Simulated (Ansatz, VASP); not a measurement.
## KBr: VASP beside Ansatz

File POSCAR:

```
KBr
1.0
    4.0434990000      0.0000000000      0.0000000000
    0.0000000000      4.0434990000      0.0000000000
    0.0000000000      0.0000000000      4.0434990000
K Br
1 1
Direct
    0.0000000000      0.0000000000      0.0000000000
    0.5000000000      0.5000000000      0.5000000000
```

INCAR.step1

```
PREC = Accurate
ENCUT = 520
ISMEAR = 0
SIGMA = 0.1
LREAL = False
LASPH = True
NELM = 60
NBANDS = 15
GGA = PE
ALGO = Normal
EDIFF = 1E-4
LWAVE = True
LCHARG = False
```

INCAR.step2

```
PREC = Accurate
ENCUT = 520
EDIFF = 1E-6
ISMEAR = 0
SIGMA = 0.1
LREAL = False
LASPH = True
NELM = 60
ALGO = Normal
ISIF = 2
LWAVE = False
LCHARG = True
METAGGA = R2SCAN
LMIXTAU = True
LELF = True
LVHAR = True
NBANDS = 15
ISTART = 1
```

KPOINTS

```
regular mesh
0
Gamma
  4 4 4
```

Input for Ansatz:

```yaml
crystal:
  lattice:
    - [4.043499, 0.0, 0.0]
    - [0.0, 4.043499, 0.0]
    - [0.0, 0.0, 4.043499]
  atoms:
    - { symbol: K, position: [0.0, 0.0, 0.0] }
    - { symbol: Br, position: [0.5, 0.5, 0.5] }
basis:
  ecutwfc: 500
kpoints:
  mp_grid: { grid: [4, 4, 4] }
hamiltonian:
  xc: r2scan
scf:
  occupations: { method: gaussian, width: 0.1 }
  lower_state_search: "off"
output:
  forces: true
  stress: true
  eigenvalues: true
```

Alike in both runs: task single point; functional r2SCAN; k mesh 4 × 4 × 4; occupations gaussian, width 0.1 eV; no spin polarisation.

|  | VASP | Ansatz |
| --- | --- | --- |
| version | VASP 6.6.1 | Ansatz 0.2.0 |
| potentials or method | VASP PAW PBE potentials, release 64 (K_sv, Br), cutoff 520 eV | scalar-relativistic, plane waves, PAW |
| valence electrons in the cell | 16 | 16 |

```tsv
	VASP	Ansatz	Ansatz less VASP
gap on the k mesh at the Fermi level (eV)	4.59	4.59	-0.003
least direct gap on the mesh (eV)	4.86	4.85	-0.003
pressure (GPa)	-0.8	-0.8	0.00
```

VASP's potentials were made for PBE, not for r2SCAN.
